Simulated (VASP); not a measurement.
Set up this calculation in VASP 6.6.1, as the native input.

```
Task                               : single point
Functional                         : r2SCANh
Potentials or basis                : VASP PAW PBE potentials, release 64 (N, B)
Cutoff                             : 520 eV
k mesh                             : 6 × 6 × 2
Occupations                        : fermi-dirac, width 0.05 eV
Spin                               : no spin polarisation
Dipole correction                  : no
Grid for exact exchange (PRECFOCK) : Normal
Further INCAR settings             : ALGO = Normal; EDIFF = 1e-06; NBANDS = 16
Share of exact exchange            : 0.1
```

BN:

```xyz
4
Lattice="2.4982 0.0000 0.0000 -1.2491 2.1635 0.0000 0.0000 0.0000 6.6357" Properties=species:S:1:pos:R:3 pbc="T T T"
N     1.2491    0.7212    1.6589
N     0.0000    1.4424    4.9768
B     1.2491    0.7212    4.9768
B     0.0000    1.4424    1.6589
```

These files were run (other wordings do the same):

POSCAR

```
BN
1.0
    2.4982400000      0.0000000000      0.0000000000
   -1.2491200000      2.1635393048      0.0000000000
    0.0000000000      0.0000000000      6.6357000000
N B
2 2
Direct
    0.6666666667      0.3333333333      0.2500000000
    0.3333333333      0.6666666667      0.7500000000
    0.6666666667      0.3333333333      0.7500000000
    0.3333333333      0.6666666667      0.2500000000
```

INCAR.step1

```
PREC = Accurate
ENCUT = 520
EDIFF = 1E-5
ISMEAR = -1
SIGMA = 0.05
LREAL = False
LASPH = True
NELM = 60
ALGO = Normal
ISIF = 2
LWAVE = True
GGA = PE
NBANDS = 16
```

INCAR.step2

```
PREC = Accurate
ENCUT = 520
EDIFF = 1E-6
ISMEAR = -1
SIGMA = 0.05
LREAL = False
LASPH = True
NELM = 60
ALGO = Normal
ISIF = 2
LWAVE = False
LCHARG = True
METAGGA = R2SCAN
LHFCALC = True
AEXX = 0.1
LMIXTAU = True
PRECFOCK = Normal
LELF = True
LVHAR = True
ISTART = 1
NBANDS = 16
```

KPOINTS

```
regular mesh
0
Gamma
  6 6 2
```

Potentials or basis: VASP PAW PBE potentials, release 64 (N, B).

The run is started by

```bash
$ cat potpaw_PBE.64/N/POTCAR potpaw_PBE.64/B/POTCAR > POTCAR
$ cp INCAR.step1 INCAR
$ mpirun -np 1 vasp_std > vasp.out
$ cp INCAR.step2 INCAR
$ mpirun -np 1 vasp_std > vasp.out
```

It gave:

* Pressure: 0.1 GPa
* Band gap on the k mesh: 5.63 eV (least direct gap 6.08 eV)

Caveat: the k points lie up to 0.48 Å⁻¹ apart; the PAW data sets were made with another functional, which shifts forces and pressure a little.

Wall time 9.1 min on 1 thread of Intel(R) Xeon(R) Platinum 8259CL CPU @ 2.50GHz (Skylake/Cascade Lake), with other jobs on the host, peak memory 0.16 GiB.
